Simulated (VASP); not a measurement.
A run of VASP 6.6.1:

The input INCAR:

```
SYSTEM = Si2W
PREC = Accurate
ENCUT = 520
EDIFF = 1E-6
ISMEAR = 0
SIGMA = 0.15
LREAL = .FALSE.
LASPH = .TRUE.
NELM = 80
ALGO = Fast
ISIF = 2
LWAVE = .FALSE.
LCHARG = .TRUE.
GGA = PS
LVHAR = .TRUE.
NBANDS = 31
KPAR = 4
```

Contents of KPOINTS:

```
regular mesh
0
G
  12 12 12
  0 0 0
```

Contents of POSCAR:

```
Si2W
1.0
    0.0000000733      3.2026497571      0.0000021418
    1.6011056371      1.6013223016     -3.9082621356
   -4.8031007208      1.6013221551     -3.9081736115
Si W
4 2
Direct
    0.3344716319      0.9982878364      0.3327644456
    0.3344761393      0.4982881746      0.8327642527
    0.6655290358      0.5017134361      0.1672338375
    0.6655248179      0.0017115788      0.6672357437
   -0.0000007388     -0.0000007379      0.0000016591
   -0.0000008861      0.4999997120      0.5000000613
```

Potentials or basis: VASP PAW PBE potentials, release 64 (Si, W_sv).

Command:

```bash
$ cat potpaw_PBE.64/Si/POTCAR potpaw_PBE.64/W_sv/POTCAR > POTCAR
$ mpirun -np 4 vasp_std > vasp.out
```

Hardware: 4 MPI ranks on Oxide Virtual Turin-like Processor, on a shared host.

Q: Estimate the wall time of this run.

A: Wall time 9.8 min on 4 MPI ranks on Oxide Virtual Turin-like Processor, on a shared host, peak memory 0.89 GiB a rank. Counts: scf iterations 14, k points 476.
